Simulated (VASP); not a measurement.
# NbN (Fm-3m) in VASP: a series of runs

The runs below take NbN through electric field gradients, with PBEsol.

Program: VASP 6.6.1. These are calculated values, not measurements. Logs are shortened: lines on timing, memory, paths and dates and some standing lists are left out, and cuts for length are marked.

### 1 The cell of the first run

The structure is cubic, space group Fm-3m (No. 225). Conventional cell: a = 4.418 Å, b = 4.418 Å, c = 4.418 Å, α = 90.00°, β = 90.00°, γ = 90.00°. Within 2.9 Å of Nb (site symmetry m-3m) lie 6 N at 2.21 Å. Within 2.9 Å of N (site symmetry m-3m) lie 6 Nb at 2.21 Å.

### 2 Electric field gradients, PBEsol (volume scaled by 1.02)

The input, INCAR:

```
PREC = Accurate
ENCUT = 520
EDIFF = 1E-8
ISMEAR = -1
SIGMA = 0.08
LREAL = F
LASPH = T
NELM = 120
ALGO = Normal
ISIF = 2
LWAVE = F
LCHARG = F
GGA = PS
LEFG = T
NBANDS = 16
GGA_COMPAT = F
```

The input, KPOINTS:

```
regular mesh
0
Gamma
  14 14 14
```

The input, POSCAR:

```
NbN
1.0
    0.0000000000      2.2090335361      2.2090335361
    2.2090335361      0.0000000000      2.2090335361
    2.2090335361      2.2090335361      0.0000000000
Nb N
1 1
Direct
    0.5000000000      0.5000000000      0.5000000000
    0.0000000000      0.0000000000      0.0000000000
```

Potentials or basis: VASP PAW PBE potentials, release 64 (Nb_sv, N).

Started as:

```sh
$ cat potpaw_PBE.64/Nb_sv/POTCAR potpaw_PBE.64/N/POTCAR > POTCAR
$ mpirun -np 1 vasp_std > vasp.out
```

OUTCAR:

```text
PREC = Accurate
   ENCUT = 520
   EDIFF = 1E-8
   ISMEAR = -1
   LREAL = F
   LASPH = T
   NELM = 120
   ISIF = 2
   GGA = PS

 ion  position               nearest neighbor table
   1  0.500  0.500  0.500-   2 2.21   2 2.21   2 2.21   2 2.21   2 2.21   2 2.21
   2  0.000  0.000  0.000-   1 2.21   1 2.21   1 2.21   1 2.21   1 2.21   1 2.21

  LATTYP: Found a face centered cubic cell.
 ALAT       =     4.4180670722

  Lattice vectors:

 A1 = (   0.0000000000,   2.2090335361,   2.2090335361)
 A2 = (   2.2090335361,   0.0000000000,   2.2090335361)
 A3 = (   2.2090335361,   2.2090335361,   0.0000000000)

Analysis of symmetry for initial positions (statically):
=====================================================================
 Subroutine PRICEL returns:
 Original cell was already a primitive cell.

 Routine SETGRP: Setting up the symmetry group for a
 face centered cubic supercell.

 Subroutine GETGRP returns: Found 48 space group operations
 (whereof 48 operations were pure point group operations)
 out of a pool of 48 trial point group operations.

The static configuration has the point symmetry O_h .

Analysis of symmetry for dynamics (positions and initial velocities):
=====================================================================
 Subroutine PRICEL returns:
 Original cell was already a primitive cell.

 Routine SETGRP: Setting up the symmetry group for a
 face centered cubic supercell.

 Subroutine GETGRP returns: Found 48 space group operations
 (whereof 48 operations were pure point group operations)
 out of a pool of 48 trial point group operations.

The dynamic configuration has the point symmetry O_h .

 Subroutine INISYM returns: Found 48 space group operations
 (whereof 48 operations are pure point group operations),
 and found     1 'primitive' translations

----------------------------------------------------------------------------------------

                                     Primitive cell

  volume of cell :      21.5594

  direct lattice vectors                    reciprocal lattice vectors
     0.000000000  2.209033536  2.209033536    -0.226343327  0.226343327  0.226343327
     2.209033536  0.000000000  2.209033536     0.226343327 -0.226343327  0.226343327
     2.209033536  2.209033536  0.000000000     0.226343327  0.226343327 -0.226343327

  length of vectors
     3.124045186  3.124045186  3.124045186     0.392038142  0.392038142  0.392038142

  position of ions in fractional coordinates (direct lattice)
     0.500000000  0.500000000  0.500000000
     0.000000000  0.000000000  0.000000000

  ion indices of the primitive-cell ions
   primitive index   ion index
                 1           1
                 2           2

----------------------------------------------------------------------------------------

 KPOINTS: regular mesh

Automatic generation of k-mesh.
 Grid dimensions read from file:
 generate k-points for:   14   14   14

 Generating k-lattice:

  Cartesian coordinates                     Fractional coordinates (reciprocal lattice)
    -0.016167380  0.016167380  0.016167380     0.071428571  0.000000000  0.000000000
     0.016167380 -0.016167380  0.016167380     0.000000000  0.071428571  0.000000000
     0.016167380  0.016167380 -0.016167380     0.000000000  0.000000000  0.071428571

  Length of vectors
     0.028002724  0.028002724  0.028002724

  Shift w.r.t. Gamma in fractional coordinates (k-lattice)
     0.000000000  0.000000000  0.000000000

 Subroutine IBZKPT returns following result:
 ===========================================

 Found    104 irreducible k-points:

 Following reciprocal coordinates:
            Coordinates               Weight
  0.000000  0.000000  0.000000      1.000000
  0.071429  0.000000  0.000000      8.000000
  0.142857  0.000000  0.000000      8.000000
  0.214286  0.000000  0.000000      8.000000
  0.285714  0.000000  0.000000      8.000000
  0.357143  0.000000  0.000000      8.000000
[... 16 lines left out ...]
  0.214286  0.142857  0.000000     24.000000
  0.285714  0.142857  0.000000     24.000000
 [... further k-points ...]
   k-points           NKPTS =    104   k-points in BZ     NKDIM =    104   number of bands    NBANDS=     16
   number of dos      NEDOS =    301   number of ions     NIONS =      2
   total plane-waves  NPLWV =  13824
   dimension x,y,z NGX =    24 NGY =   24 NGZ =   24
   dimension x,y,z NGXF=    48 NGYF=   48 NGZF=   48
   ions per type =               1   1
   NGX,Y,Z   is equivalent  to a cutoff of  12.77, 12.77, 12.77 a.u.
   NGXF,Y,Z  is equivalent  to a cutoff of  25.54, 25.54, 25.54 a.u.
 SYSTEM =  unknown system
   PREC   = accura    normal or accurate (medium, high low for compatibility)
   ISTART =      0    job   : 0-new  1-cont  2-samecut
   ICHARG =      2    charge: 1-file 2-atom 10-const
   ISPIN  =      1    spin polarized calculation?
   LNONCOLLINEAR =      F non collinear calculations
   LSORBIT =      F    spin-orbit coupling
   LASPH  =      T    aspherical Exc in radial PAW
   ENCUT  =  520.0 eV  38.22 Ry    6.18 a.u.   5.81  5.81  5.81*2*pi/ulx,y,z
   NELM   =    120;   NELMIN=  2; NELMDL= -5     # of ELM steps
   EDIFF  = 0.1E-07   stopping-criterion for ELM
   LREAL  =      F    real-space projection
   EDIFFG = 0.1E-06   stopping-criterion for IOM
   NSW    =      0    number of steps for IOM
   IBRION =     -1    ionic relax: 0-MD 1-quasi-New 2-CG
   NFREE  =      0    steps in history (QN), initial steepest desc. (CG)
   ISIF   =      2    stress and relaxation
   ISYM   =      2    0-nonsym 1-usesym 2-fastsym
   POTIM  = 0.5000    time-step for ionic-motion
   TEBEG  =    0.0;   TEEND  =   0.0 temperature during run
   PSTRESS=    0.0 pullay stress
   NELECT =      18.0000    total number of electrons
   NUPDOWN=      -1.0000    fix difference up-down
   EMIN   =  10.00;   EMAX   =-10.00  energy-range for DOS
   EFERMI =   0.00;   METHOD = LEGACY
   ISMEAR =    -1;   SIGMA  =   0.08  broadening in eV -4-tet -1-fermi 0-gaus
   EFERMI_NEDOS =   21; number of points for ismear=-14 and -15
   IALGO  =     38    algorithm
   IMIX   =      4    mixing-type and parameters
     AMIX     =   0.40;   BMIX     =  1.00
     AMIX_MAG =   1.60;   BMIX_MAG =  1.00
  volume/ion in A,a.u.               =      10.78        72.75
  Fermi-wavevector in a.u.,A,eV,Ry     =   1.541535  2.913079 32.331930  2.376330
  Thomas-Fermi vector in A             =   2.647467
   LORBIT       =      0    0 simple, 1 ext, 2 COOP (PROOUT), +10 PAW based schemes
   GGA     = PS    functional components
   LHFCALC =     F    Hartree Fock is set to
   AEXX    =    0.0000 exact exchange contribution
   IVDW    =     0    specifies the selected vdW correction
   LEPSILON=     F    determine dielectric tensor
   LRPA    =     F    only Hartree local field effects (RPA)
 non-spin polarized calculation
  energy-cutoff  :      520.00
  volume of cell :       21.56
 maximum number of plane-waves:       592
   NGX = 11   NGY = 11   NGZ = 11

 number of electron      18.0000003 magnetization

 Free energy of the ion-electron system (eV)
  ---------------------------------------------------
  ext. energy  EPLUGINS =         0.00000000
  ---------------------------------------------------
  free energy    TOTEN  =       -21.89502261 eV

  energy without entropy =      -21.87341579  energy(sigma->0) =      -21.88421920

 E-fermi :  13.5787     XC(G=0): -13.4553

 val. band max:       13.5569582007   @ k =  -0.2857   0.3571   0.1429
 cond. band min:      13.6022002953   @ k =   0.2143   0.1429   0.0000
 fundamental gap:      0.0452420946
 Fermi energy:        13.5786599024

 k-point     1 :       0.0000    0.0000    0.0000
  band No.  band energies     occupation
      1     -42.7020      2.00000
      2     -18.3969      2.00000
      3     -18.3969      2.00000
      4     -18.3969      2.00000
      5      -3.8683      2.00000
      6      10.3191      2.00000
[... 8 lines left out ...]
     15      22.9461      0.00000
     16      36.0007      0.00000

 k-point     2 :       0.0714    0.0000    0.0000
  band No.  band energies     occupation
      1     -42.6958      2.00000
      2     -18.4512      2.00000
      3     -18.4015      2.00000
      4     -18.4015      2.00000
      5      -3.7589      2.00000
      6       9.7215      2.00000
[... 8 lines left out ...]
     15      23.2772      0.00000
     16      34.8825      0.00000
[... 387 lines left out ...]
      5      -3.0964      2.00000
      6       7.0212      2.00000
[... 8 lines left out ...]
     15      25.4740      0.00000
     16      31.0475      0.00000

 k-point    24 :       0.2857    0.1429    0.0000
  band No.  band energies     occupation
      1     -42.6265      2.00000
      2     -18.9011      2.00000
      3     -18.5138      2.00000
      4     -18.4973      2.00000
      5      -2.7316      2.00000
      6       6.4358      2.00000
[... 8 lines left out ...]
     15      26.1684      0.00000
     16      29.5124      0.00000

 [... further k-points ...]
[... 5 lines left out ...]
  --------------------------------------------------------------------------------------
  -------------------------------------------------------------------------------------
  Total       -1.1442757     -1.1442757     -1.1442757     -0.0000000     -0.0000000      0.0000000
  in kB      -85.0362984    -85.0362984    -85.0362984     -0.0000000     -0.0000000      0.0000000
  external PRESSURE =     -85.0362984 kB  Pullay stress =       0.0000000 kB

 VOLUME and BASIS-vectors are now :
 -----------------------------------------------------------------------------
  energy-cutoff  :      520.00
  volume of cell :       21.56
      direct lattice vectors                 reciprocal lattice vectors
     0.000000000  2.209033536  2.209033536    -0.226343327  0.226343327  0.226343327
     2.209033536  0.000000000  2.209033536     0.226343327 -0.226343327  0.226343327
     2.209033536  2.209033536  0.000000000     0.226343327  0.226343327 -0.226343327

 POSITION                                       TOTAL-FORCE (eV/Angst)
 -----------------------------------------------------------------------------------
      2.20903      2.20903      2.20903         0.000000      0.000000      0.000000
      0.00000      0.00000      0.00000        -0.000000     -0.000000     -0.000000
 -----------------------------------------------------------------------------------
    total drift:                                0.000000     -0.000000      0.000000

  FREE ENERGIE OF THE ION-ELECTRON SYSTEM (eV)
  ---------------------------------------------------
  free  energy   TOTEN  =       -21.8950226070 eV

  energy  without entropy=      -21.8734157928  energy(sigma->0) =      -21.88421920

 Electric field gradients (V/A^2)
---------------------------------------------------------------------
 ion       V_xx      V_yy      V_zz      V_xy      V_xz      V_yz
---------------------------------------------------------------------
   1       0.000    -0.000     0.000     0.000     0.000     0.000
   2      -0.000    -0.000    -0.000     0.000     0.000     0.000
---------------------------------------------------------------------

 Electric field gradients after diagonalization (V/A^2)
 (convention: |V_zz| > |V_xx| > |V_yy|)
----------------------------------------------------------------------
 ion       V_xx      V_yy      V_zz     asymmetry (V_yy - V_xx)/ V_zz
----------------------------------------------------------------------
   1      -0.000    -0.000     0.001       0.000
   2      -0.000    -0.000     0.001       0.000
----------------------------------------------------------------------

           NMR quadrupolar parameters

 Cq : quadrupolar parameter    Cq=e*Q*V_zz/h
 eta: asymmetry parameters     (V_yy - V_xx)/ V_zz
 Q  : nuclear electric quadrupole moment in mb (millibarn)
----------------------------------------------------------------------
 ion       Cq(MHz)       eta       Q (mb)
----------------------------------------------------------------------
   1       0.000       0.000       1.000
   2       0.000       0.000       1.000
----------------------------------------------------------------------
```

Run time: 37 s. Hardware: 1 thread of Intel Xeon Platinum 8375C at 2.90GHz (Ice Lake), shared host; peak memory 0.16 GiB.

What came out:

```yaml
Free_energy: -21.8950 eV
Pressure: -8.5 GPa
Band_gap_on_the_k_mesh: zero (band 9 reaches 15.05 eV, above the bottom of band 10 at 11.61 eV)
```

Caveat: without QUAD_EFG the Cq values of the log hold for a quadrupole moment of 1 mb, not for the nuclei; the PAW data sets were made with another functional, which shifts forces and pressure a little.

### 3 Electric field gradients, PBEsol (volume scaled by 1.02)

The input, INCAR:

```
SYSTEM = NbN
  PREC = Accurate
  ENCUT = 520
  EDIFF = 1E-8
  ISMEAR = -1
  SIGMA = 0.08
  LREAL = .False.
  LASPH = .True.
  NELM = 120
  ALGO = Normal
  ISIF = 2
  LWAVE = .False.
  LCHARG = .False.
  GGA = PS
  LEFG = .True.
  NBANDS = 16
  GGA_COMPAT = .False.
```

The input, KPOINTS:

```
regular mesh
0
Gamma
  14 14 14
  0 0 0
```

POSCAR is that of step 2.

Potentials or basis: VASP PAW PBE potentials, release 64 (Nb_sv, N).

Started as:

```sh
$ cat potpaw_PBE.64/Nb_sv/POTCAR potpaw_PBE.64/N/POTCAR > POTCAR
$ mpirun -np 1 vasp_std > vasp.out
```

OUTCAR:

```text
SYSTEM = NbN
   PREC = Accurate
   ENCUT = 520
   EDIFF = 1E-8
   ISMEAR = -1
   LREAL = .False.
   LASPH = .True.
   NELM = 120
   ISIF = 2
   GGA = PS

 ion  position               nearest neighbor table
   1  0.500  0.500  0.500-   2 2.21   2 2.21   2 2.21   2 2.21   2 2.21   2 2.21
   2  0.000  0.000  0.000-   1 2.21   1 2.21   1 2.21   1 2.21   1 2.21   1 2.21

  LATTYP: Found a face centered cubic cell.
 ALAT       =     4.4180670722

  Lattice vectors:

 A1 = (   0.0000000000,   2.2090335361,   2.2090335361)
 A2 = (   2.2090335361,   0.0000000000,   2.2090335361)
 A3 = (   2.2090335361,   2.2090335361,   0.0000000000)

Analysis of symmetry for initial positions (statically):
=====================================================================
 Subroutine PRICEL returns:
 Original cell was already a primitive cell.

 Routine SETGRP: Setting up the symmetry group for a
 face centered cubic supercell.

[... 644 lines left out ...]
      direct lattice vectors                 reciprocal lattice vectors
     0.000000000  2.209033536  2.209033536    -0.226343327  0.226343327  0.226343327
     2.209033536  0.000000000  2.209033536     0.226343327 -0.226343327  0.226343327
     2.209033536  2.209033536  0.000000000     0.226343327  0.226343327 -0.226343327

 POSITION                                       TOTAL-FORCE (eV/Angst)
 -----------------------------------------------------------------------------------
      2.20903      2.20903      2.20903         0.000000      0.000000      0.000000
      0.00000      0.00000      0.00000        -0.000000     -0.000000     -0.000000
 -----------------------------------------------------------------------------------
    total drift:                                0.000000     -0.000000      0.000000

  FREE ENERGIE OF THE ION-ELECTRON SYSTEM (eV)
  ---------------------------------------------------
  free  energy   TOTEN  =       -21.8950226070 eV

  energy  without entropy=      -21.8734157928  energy(sigma->0) =      -21.88421920

 Electric field gradients (V/A^2)
---------------------------------------------------------------------
 ion       V_xx      V_yy      V_zz      V_xy      V_xz      V_yz
---------------------------------------------------------------------
   1       0.000    -0.000     0.000     0.000     0.000     0.000
   2      -0.000    -0.000    -0.000     0.000     0.000     0.000
---------------------------------------------------------------------

 Electric field gradients after diagonalization (V/A^2)
 (convention: |V_zz| > |V_xx| > |V_yy|)
----------------------------------------------------------------------
 ion       V_xx      V_yy      V_zz     asymmetry (V_yy - V_xx)/ V_zz
----------------------------------------------------------------------
   1      -0.000    -0.000     0.001       0.000
   2      -0.000    -0.000     0.001       0.000
----------------------------------------------------------------------

           NMR quadrupolar parameters

 Cq : quadrupolar parameter    Cq=e*Q*V_zz/h
 eta: asymmetry parameters     (V_yy - V_xx)/ V_zz
 Q  : nuclear electric quadrupole moment in mb (millibarn)
----------------------------------------------------------------------
 ion       Cq(MHz)       eta       Q (mb)
----------------------------------------------------------------------
   1       0.000       0.000       1.000
   2       0.000       0.000       1.000
----------------------------------------------------------------------
```

OSZICAR:

```text
N       E                     dE             d eps       ncg     rms          rms(c)
DAV:   1     0.148719695916E+03    0.14872E+03   -0.10277E+04  3344   0.119E+03
DAV:   2    -0.162850547162E+02   -0.16500E+03   -0.15842E+03  3984   0.406E+02
DAV:   3    -0.250485892264E+02   -0.87635E+01   -0.85949E+01  6152   0.760E+01
DAV:   4    -0.251562006068E+02   -0.10761E+00   -0.10751E+00  3808   0.713E+00
DAV:   5    -0.251579409576E+02   -0.17404E-02   -0.17402E-02  4712   0.103E+00    0.124E+01
DAV:   6    -0.220865252547E+02    0.30714E+01   -0.85309E+00  5040   0.301E+01    0.468E+00
DAV:   7    -0.219225833420E+02    0.16394E+00   -0.62043E-01  4240   0.783E+00    0.267E+00
DAV:   8    -0.218992542373E+02    0.23329E-01   -0.16927E-01  5024   0.402E+00    0.837E-01
DAV:   9    -0.218952396477E+02    0.40146E-02   -0.22907E-02  4256   0.172E+00    0.389E-01
DAV:  10    -0.218950702409E+02    0.16941E-03   -0.19824E-03  3904   0.547E-01    0.770E-02
DAV:  11    -0.218950213374E+02    0.48904E-04   -0.18248E-04  4232   0.116E-01    0.336E-02
DAV:  12    -0.218950222901E+02   -0.95272E-06   -0.10247E-05  4608   0.324E-02    0.964E-03
DAV:  13    -0.218950221733E+02    0.11682E-06   -0.65862E-07  4552   0.795E-03    0.533E-03
DAV:  14    -0.218950225978E+02   -0.42447E-06   -0.25628E-07  3944   0.686E-03    0.605E-04
DAV:  15    -0.218950226070E+02   -0.92184E-08   -0.14134E-08  3936   0.110E-03
   1 F= -.21895023E+02 E0= -.21884219E+02  d E =-.216068E-01
```

Run time: 36 s. Hardware: 1 thread of Intel Xeon Platinum 8375C at 2.90GHz (Ice Lake), shared host; peak memory 0.16 GiB.

Results:

```yaml
Free_energy: -21.8950 eV
Pressure: -8.5 GPa
Band_gap_on_the_k_mesh: zero (band 9 reaches 15.05 eV, above the bottom of band 10 at 11.61 eV)
```

Caveat: without QUAD_EFG the Cq values of the log hold for a quadrupole moment of 1 mb, not for the nuclei; the PAW data sets were made with another functional, which shifts forces and pressure a little.
